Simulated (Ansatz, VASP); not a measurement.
# One calculation of LiC3, two programs

INCAR

```
PREC     = Accurate       # precision mode
ENCUT    = 600            # plane-wave cutoff, eV
EDIFF    = 1E-6           # SCF threshold, eV
ISMEAR   = 0              # smearing method
SIGMA    = 0.1            # smearing width, eV
LREAL    = False          # projectors in reciprocal space
LASPH    = True           # aspherical terms in the spheres
NELM     = 100            # most SCF steps
ALGO     = Normal         # electronic algorithm
ISIF     = 3              # what is computed and relaxed
LWAVE    = False          # write WAVECAR
LCHARG   = False          # write CHGCAR
GGA      = PE             # functional
IBRION   = 2              # ionic algorithm
NSW      = 90             # ionic steps
EDIFFG   = -0.04          # ionic threshold
```

Contents of KPOINTS:

```
regular mesh
0
Gamma
  6 6 8
```

Contents of POSCAR:

```
LiC3
1.0
    4.2539479900      0.0000000000      0.0000000000
   -2.1269739900      3.6840270200      0.0000000000
    0.0000000000      0.0000000000      2.4809523900
Li C
2 6
Direct
    0.3333333300      0.6666666700      0.5000000000
    0.6666666700      0.3333333300      0.5000000000
    0.3333333300      0.3333333300      0.0000000000
    0.0000000000      0.6666666700      0.0000000000
    0.6666666700      0.0000000000      0.0000000000
    0.0000000000      0.3333333300      0.0000000000
    0.6666666700      0.6666666700      0.0000000000
    0.3333333300      0.0000000000      0.0000000000
```

Input for Ansatz:

```yaml
crystal:
  lattice:
    - [4.25394799, 0.0, 0.0]
    - [-2.12697399, 3.68402702, 0.0]
    - [0.0, 0.0, 2.48095239]
  atoms:
    - { symbol: Li, position: [0.33333333, 0.66666667, 0.5] }
    - { symbol: Li, position: [0.66666667, 0.33333333, 0.5] }
    - { symbol: C, position: [0.33333333, 0.33333333, 0.0] }
    - { symbol: C, position: [0.0, 0.66666667, 0.0] }
    - { symbol: C, position: [0.66666667, 0.0, 0.0] }
    - { symbol: C, position: [0.0, 0.33333333, 0.0] }
    - { symbol: C, position: [0.66666667, 0.66666667, 0.0] }
    - { symbol: C, position: [0.33333333, 0.0, 0.0] }
basis:
  ecutwfc: 420
kpoints:
  mp_grid: { grid: [6, 6, 8] }
hamiltonian:
  xc: pbe
scf:
  occupations: { method: gaussian, width: 0.1 }
  lower_state_search: "off"
output:
  forces: true
  stress: true
  eigenvalues: true
relax:
  adjacent_minimum: "off"
  f_tol: 0.04
  max_steps: 70
  cell: { stress_tol: 0.4 }
```

Alike in both runs: task relaxation of cell and atoms; functional PBE; k mesh 6 × 6 × 8; occupations gaussian, width 0.1 eV; no spin polarisation.

|  | VASP | Ansatz |
| --- | --- | --- |
| version | VASP 6.6.1 | Ansatz 0.2.0 |
| potentials or method | VASP PAW PBE potentials, release 64 (Li_sv, C), cutoff 600 eV | scalar-relativistic, plane waves, PAW |
| valence electrons in the cell | 30 | 30 |

Ansatz gave:

```
gap on the k mesh at the Fermi level, each at its own relaxed structure (eV) : none
relaxed volume (Å³/atom)                                                     : 7.49
relaxed cell length with the largest relative difference (Å)                 : 3.578
```

Which values does VASP return?

gap on the k mesh at the Fermi level, each at its own relaxed structure (eV): none; relaxed volume (Å³/atom): 7.12; relaxed cell length with the largest relative difference (Å): 3.405.

A gap of «none» marks a metal or a gap that the smearing closes. One of these differences is far larger than is usual between the two programs; its cause wasn't traced.

Noted on VASP's run: the cutoff is short for stress, so the pressure is rough; the volume moved by over 15 % at a fixed basis, so the end points are rough.
